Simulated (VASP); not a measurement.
The system is KNaF2.

```xyz
4
Lattice="1.7391 1.0041 5.8155 -1.7391 1.0041 5.8155 0.0000 -2.0082 5.8155" Properties=species:S:1:pos:R:3 pbc="T T T"
Na    1.7391    1.0041    5.8155
K     0.0000    0.0000    8.7233
F     0.0000    0.0000    4.5553
F     0.0000    0.0000   12.8912
```

Base run:

* Program: VASP 6.6.1
* Functional: PBE
* Potentials or basis: VASP PAW PBE potentials, release 64 (Na_pv, K_sv, F)
* Cutoff: 520 eV
* k mesh: 8 × 8 × 8
* Occupations: gaussian, width 0.01 eV
* Spin: no spin polarisation

Its results: band gap on the k mesh 6.24 eV, direct; pressure 2.6 GPa; largest force 0.025 eV/Å.

Question: The run is repeated on the same cell with these changes: functional from PBE to r2SCAN. What comes out?

Answer: Band gap on the k mesh 6.99 eV, direct; pressure -0.2 GPa; largest force 0.034 eV/Å.

r2SCAN gives the wider gap, since meta-GGAs in the generalised Kohn-Sham scheme recover part of the derivative discontinuity.

Caveats: the PAW data sets were made with another functional, which shifts forces and pressure a little (some runs).

A k mesh can miss the band edges.
